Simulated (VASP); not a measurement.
Write the native input for VASP 6.6.1 that does the following.

```yaml
Task: single point
Functional: PBE
Potentials_or_basis: VASP PAW PBE potentials, release 64 (Zn, Cd, O)
Cutoff: 600 eV
k_mesh: 8 × 8 × 8
Occupations: gaussian, width 0.1 eV
Spin: collinear spin, ferromagnetic start
Starting_moments: "[0.0, 0.0, 0.0, 0.0, 1.09] μB"
Dipole_correction: no
Further_INCAR_settings: ALGO = Normal; EDIFF = 1e-06; NBANDS = 39
```

The structure of ZnCd3O lies in POSCAR:

```
ZnCd3O
1.0
    5.0542902739      0.0000000000      0.0000000000
    0.0000000000      5.0542902739      0.0000000000
    0.0000000000      0.0000000000      5.0542902739
Zn Cd O
1 3 1
Direct
    0.5000000000      0.5000000000      0.5000000000
    0.0000000000      0.5000000000      0.5000000000
    0.5000000000      0.0000000000      0.5000000000
    0.5000000000      0.5000000000      0.0000000000
    0.0000000000      0.0000000000      0.0000000000
```

The cell was generated, and may not be a known phase.

These files were run (other wordings do the same):

INCAR

```
PREC     = Accurate       # precision mode
ENCUT    = 600            # plane-wave cutoff, eV
EDIFF    = 1E-6           # SCF threshold, eV
ISMEAR   = 0              # smearing method
SIGMA    = 0.1            # smearing width, eV
LREAL    = F              # projectors in reciprocal space
LASPH    = T              # aspherical terms in the spheres
NELM     = 200            # most SCF steps
ALGO     = Normal         # electronic algorithm
ISIF     = 2              # what is computed and relaxed
LWAVE    = F              # write WAVECAR
LCHARG   = F              # write CHGCAR
ISPIN    = 2              # spin polarisation
MAGMOM   = 0 0 0 0 1.09   # initial moments
LORBIT   = 11             # projections on sites
GGA      = PE             # functional
NBANDS   = 39             # bands
GGA_COMPAT= F
```

KPOINTS

```
Automatic mesh
0
Gamma
  8 8 8
```

Potentials or basis: VASP PAW PBE potentials, release 64 (Zn, Cd, O).

Command:

```bash
$ cat potpaw_PBE.64/Zn/POTCAR potpaw_PBE.64/Cd/POTCAR potpaw_PBE.64/O/POTCAR > POTCAR
$ mpirun -np 1 vasp_std > vasp.out
```

Results of the run:

The pressure is -0.5 GPa, the band gap on the k mesh is zero (filled and empty bands overlap) and the net moment is 0.00 μB per cell. The valence electrons inside the program's atomic spheres are Zn 10.94; Cd 10.28; O 4.69.

Run time: 12 min on 1 thread of Oxide Virtual Turin-like Processor (shared host), peak memory 0.47 GiB.
